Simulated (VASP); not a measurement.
# Sn (I4_1/amd) in VASP: single point with PBE

Aim: the single point of Sn with PBE.

Program: VASP 6.6.1. These are calculated values, not measurements. Logs are shortened: lines on timing, memory, paths and dates and some standing lists are left out, and cuts for length are marked.

### 1 The cell of the first run

The structure is tetragonal, space group I4_1/amd (No. 141). The conventional cell has a = 5.793 Å, b = 5.793 Å, c = 3.160 Å, α = 90.00°, β = 90.00°, γ = 90.00°. Within 4.0 Å of Sn (site symmetry -4m2) lie 10 Sn at 3.00 to 3.74 Å.

### 2 Single point, PBE (26.51 Å³/atom)

File INCAR:

```
SYSTEM = Sn
  ALGO = Normal
  EDIFF = 1E-7
  ENCUT = 520
  GGA = PE
  ISIF = 2
  ISMEAR = -1
  ISYM = 0
  LASPH = .True.
  LCHARG = .False.
  LREAL = .False.
  LWAVE = .False.
  NBANDS = 21
  NELM = 60
  PREC = Accurate
  SIGMA = 0.05
```

File KPOINTS:

```
k-points
0
Gamma
  15 15 10
  0 0 0
```

File POSCAR:

```
Sn
1.0
   -2.8962799473      2.8962799473      1.5799741750
    2.8962799473     -2.8962799473      1.5799741750
    2.8962799473      2.8962799473     -1.5799741750
Sn
2
Direct
    0.0000000000      0.0000000000      0.0000000000
    0.7500000000      0.2500000000      0.5000000000
```

Potentials or basis: VASP PAW PBE potentials, release 64 (Sn_d).

Run with:

```console
cat potpaw_PBE.64/Sn_d/POTCAR > POTCAR
mpirun -np 1 vasp_std > vasp.out
```

OUTCAR:

```text
SYSTEM = Sn
   EDIFF = 1E-7
   ENCUT = 520
   GGA = PE
   ISIF = 2
   ISMEAR = -1
   ISYM = 0
   LASPH = .True.
   LREAL = .False.
   NELM = 60
   PREC = Accurate

 ion  position               nearest neighbor table
   1  0.000  0.000  0.000-   2 3.00   2 3.00   2 3.00   2 3.00   2 3.74   2 3.74   2 3.74   2 3.74

   2  0.750  0.250  0.500-   1 3.00   1 3.00   1 3.00   1 3.00   1 3.74   1 3.74   1 3.74   1 3.74

IMPORTANT INFORMATION: All symmetrisations will be switched off!
NOSYMM: (Re-)initialisation of all symmetry stuff for point group C_1.

----------------------------------------------------------------------------------------

                                     Primitive cell

  volume of cell :      53.0141

  direct lattice vectors                    reciprocal lattice vectors
    -2.896279947  2.896279947  1.579974175     0.000000000  0.172635246  0.316460869
     2.896279947 -2.896279947  1.579974175     0.172635246  0.000000000  0.316460869
     2.896279947  2.896279947 -1.579974175     0.172635246  0.172635246  0.000000000

  length of vectors
     4.390124538  4.390124538  4.390124538     0.360486351  0.360486351  0.244143106

  position of ions in fractional coordinates (direct lattice)
     0.000000000  0.000000000  0.000000000
     0.750000000  0.250000000  0.500000000

  ion indices of the primitive-cell ions
   primitive index   ion index
                 1           1
                 2           2

----------------------------------------------------------------------------------------

 KPOINTS: k-points

Automatic generation of k-mesh.
 Grid dimensions read from file:
 generate k-points for:   15   15   10

 Generating k-lattice:

  Cartesian coordinates                     Fractional coordinates (reciprocal lattice)
     0.000000000  0.011509016  0.021097391     0.066666667  0.000000000  0.000000000
     0.011509016  0.000000000  0.021097391     0.000000000  0.066666667  0.000000000
     0.017263525  0.017263525  0.000000000     0.000000000  0.000000000  0.100000000

  Length of vectors
     0.024032423  0.024032423  0.024414311

  Shift w.r.t. Gamma in fractional coordinates (k-lattice)
[... 58 lines left out ...]
   total plane-waves  NPLWV =  46656
   dimension x,y,z NGX =    36 NGY =   36 NGZ =   36
   dimension x,y,z NGXF=    72 NGYF=   72 NGZF=   72
   ions per type =               2
   NGX,Y,Z   is equivalent  to a cutoff of  13.63, 13.63, 13.63 a.u.
   NGXF,Y,Z  is equivalent  to a cutoff of  27.27, 27.27, 27.27 a.u.
 SYSTEM =  Sn
   PREC   = accura    normal or accurate (medium, high low for compatibility)
   ISTART =      0    job   : 0-new  1-cont  2-samecut
   ICHARG =      2    charge: 1-file 2-atom 10-const
   ISPIN  =      1    spin polarized calculation?
   LNONCOLLINEAR =      F non collinear calculations
   LSORBIT =      F    spin-orbit coupling
   LASPH  =      T    aspherical Exc in radial PAW
   ENCUT  =  520.0 eV  38.22 Ry    6.18 a.u.   8.16  8.16  8.16*2*pi/ulx,y,z
   NELM   =     60;   NELMIN=  2; NELMDL= -5     # of ELM steps
   EDIFF  = 0.1E-06   stopping-criterion for ELM
   LREAL  =      F    real-space projection
   EDIFFG = 0.1E-05   stopping-criterion for IOM
   NSW    =      0    number of steps for IOM
   IBRION =     -1    ionic relax: 0-MD 1-quasi-New 2-CG
   NFREE  =      0    steps in history (QN), initial steepest desc. (CG)
   ISIF   =      2    stress and relaxation
   ISYM   =      0    0-nonsym 1-usesym 2-fastsym
   POTIM  = 0.5000    time-step for ionic-motion
   TEBEG  =    0.0;   TEEND  =   0.0 temperature during run
   PSTRESS=    0.0 pullay stress
   NELECT =      28.0000    total number of electrons
   NUPDOWN=      -1.0000    fix difference up-down
   EMIN   =  10.00;   EMAX   =-10.00  energy-range for DOS
   EFERMI =   0.00;   METHOD = LEGACY
   ISMEAR =    -1;   SIGMA  =   0.05  broadening in eV -4-tet -1-fermi 0-gaus
   EFERMI_NEDOS =   21; number of points for ismear=-14 and -15
   IALGO  =     38    algorithm
   IMIX   =      4    mixing-type and parameters
     AMIX     =   0.40;   BMIX     =  1.00
     AMIX_MAG =   1.60;   BMIX_MAG =  1.00
  volume/ion in A,a.u.               =      26.51       178.88
  Fermi-wavevector in a.u.,A,eV,Ry     =   1.323317  2.500706 23.826078  1.751167
  Thomas-Fermi vector in A             =   2.452934
   LORBIT       =      0    0 simple, 1 ext, 2 COOP (PROOUT), +10 PAW based schemes
   GGA     = PE    functional components
   LHFCALC =     F    Hartree Fock is set to
   AEXX    =    0.0000 exact exchange contribution
   IVDW    =     0    specifies the selected vdW correction
   LEPSILON=     F    determine dielectric tensor
   LRPA    =     F    only Hartree local field effects (RPA)
 non-spin polarized calculation
  energy-cutoff  :      520.00
  volume of cell :       53.01
 maximum number of plane-waves:      1446
 NGX is ok and might be reduce to    36
   NGX = 17   NGY = 17   NGZ = 17

 number of electron      28.0000012 magnetization

 Free energy of the ion-electron system (eV)
  ---------------------------------------------------
  ext. energy  EPLUGINS =         0.00000000
  ---------------------------------------------------
  free energy    TOTEN  =        -7.56841931 eV

  energy without entropy =       -7.56033608  energy(sigma->0) =       -7.56437769

 E-fermi :   8.2800     XC(G=0): -10.4165

 val. band max:        8.2784820756   @ k =   0.3333  -0.4667   0.2000
 cond. band min:       8.2808680589   @ k =  -0.2000   0.2000   0.3000
 fundamental gap:      0.0023859833
 Fermi energy:         8.2800243024

 k-point     1 :       0.0000    0.0000    0.0000
  band No.  band energies     occupation
      1     -13.4245      2.00000
      2     -13.3328      2.00000
      3     -13.2908      2.00000
      4     -13.2754      2.00000
      5     -13.1163      2.00000
      6     -13.1155      2.00000
[... 565 lines left out ...]
     20      16.8905      0.00000
     21      17.0259      0.00000

 [... further k-points ...]
[... 5 lines left out ...]
  --------------------------------------------------------------------------------------
  -------------------------------------------------------------------------------------
  Total        1.4156397      1.4156396      1.0182153     -0.0382885      0.0169262      0.0169262
  in kB       42.7831011     42.7830983     30.7722423     -1.1571462      0.5115388      0.5115382
  external PRESSURE =      38.7794806 kB  Pullay stress =       0.0000000 kB

 VOLUME and BASIS-vectors are now :
 -----------------------------------------------------------------------------
  energy-cutoff  :      520.00
  volume of cell :       53.01
      direct lattice vectors                 reciprocal lattice vectors
    -2.896279947  2.896279947  1.579974175     0.000000000  0.172635246  0.316460869
     2.896279947 -2.896279947  1.579974175     0.172635246  0.000000000  0.316460869
     2.896279947  2.896279947 -1.579974175     0.172635246  0.172635246  0.000000000

 POSITION                                       TOTAL-FORCE (eV/Angst)
 -----------------------------------------------------------------------------------
      0.00000      0.00000      0.00000         0.001674     -0.001674     -0.000000
      0.00000      2.89628      0.78999        -0.001674      0.001674      0.000000
 -----------------------------------------------------------------------------------
    total drift:                               -0.000000     -0.000001      0.000001

  FREE ENERGIE OF THE ION-ELECTRON SYSTEM (eV)
  ---------------------------------------------------
  free  energy   TOTEN  =        -7.5684193071 eV

  energy  without entropy=       -7.5603360801  energy(sigma->0) =       -7.56437769
```

stdout:

```text
POSCAR found type information on POSCAR Sn
 POSCAR found :  1 types and       2 ions
 scaLAPACK will be used
 LDA part: xc-table for (Slater+PW92), standard interpolation
 -----------------------------------------------------------------------------
|                                                                             |
|           W    W    AA    RRRRR   N    N  II  N    N   GGGG   !!!           |
|           W    W   A  A   R    R  NN   N  II  NN   N  G    G  !!!           |
|           W    W  A    A  R    R  N N  N  II  N N  N  G       !!!           |
|           W WW W  AAAAAA  RRRRR   N  N N  II  N  N N  G  GGG   !            |
|           WW  WW  A    A  R   R   N   NN  II  N   NN  G    G                |
|           W    W  A    A  R    R  N    N  II  N    N   GGGG   !!!           |
|                                                                             |
|     Your reciprocal lattice and k-lattice belong to different lattice       |
|     classes:                                                                |
|                                                                             |
|        The reciprocal lattice is body-centered tetragonal,                  |
|        whereas your k-lattice is base-centered monoclinic.                  |
|                                                                             |
|     Results are often still useful ...                                      |
|                                                                             |
 -----------------------------------------------------------------------------

 POSCAR, INCAR and KPOINTS ok, starting setup
 FFT: planning ... GRIDC
 FFT: planning ... GRID_SOFT
 FFT: planning ... GRID
 WAVECAR not read
 entering main loop
```

Run time: 23 min. Hardware: 1 thread of Oxide Virtual Turin-like, shared host; peak memory 0.96 GiB.

What came out:

```yaml
Free_energy: -7.5684 eV
Pressure: 3.9 GPa
Band_gap_on_the_k_mesh: zero (bands 14 and 15 overlap by 4.47 eV)
```

Forces on the atoms (eV/Å):
```
Sn   0.002 -0.002  0.000
Sn  -0.002  0.002  0.000
```

Caveat: the cell stands under pressure; spin-orbit coupling is left out, which moves the levels of the heavy elements.
